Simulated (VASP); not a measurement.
A run of VASP 6.6.1 is set up as follows.

Contents of INCAR:

```
ALGO = Normal
EDIFF = 1E-6
ENCUT = 500
GGA = CA
GGA_COMPAT = F
ISIF = 2
ISMEAR = 0
LASPH = T
LCHARG = T
LDAU = T
LDAUJ = 0 0
LDAUL = 2 -1
LDAUPRINT = 1
LDAUTYPE = 2
LDAUU = 4 0
LELF = T
LREAL = F
LVHAR = T
LWAVE = F
NBANDS = 36
NELM = 200
PREC = Accurate
SIGMA = 0.01
```

KPOINTS

```
k-points
0
Gamma
  6 6 6
```

POSCAR

```
ZnS
1.0
    1.9030712000      1.0987386696      9.3519478333
   -1.9030712000      1.0987386696      9.3519478333
    0.0000000000     -2.1974773392      9.3519478333
Zn S
3 3
Direct
    0.9999711367      0.9999711367      0.9999711367
    0.2222694100      0.2222694100      0.2222694100
    0.4446134433      0.4446134433      0.4446134433
    0.0832671700      0.0832671700      0.0832671700
    0.5278423033      0.5278423033      0.5278423033
    0.3053625400      0.3053625400      0.3053625400
```

Potentials or basis: VASP PAW LDA potentials, release 64 (Zn, S).

Run with:

```sh
$ cat potpaw_LDA.64/Zn/POTCAR potpaw_LDA.64/S/POTCAR > POTCAR
$ mpirun -np 1 vasp_std > vasp.out
```

Question: Predict the largest force.

Answer: 0.019 eV/Å.

Question: Estimate the band gap on the k mesh.

Answer: 2.22 eV.

Question: Predict the pressure.

Answer: -5.1 GPa.

Forces in eV/Å, atoms in the order of the input:
```
Zn   0.000  0.000 -0.006
Zn   0.000  0.000 -0.007
Zn   0.000  0.000 -0.019
S    0.000  0.000  0.013
S    0.000  0.000  0.008
S    0.000  0.000  0.012
```

Caveat: the cell stands under tension. A k mesh can miss the band edges.
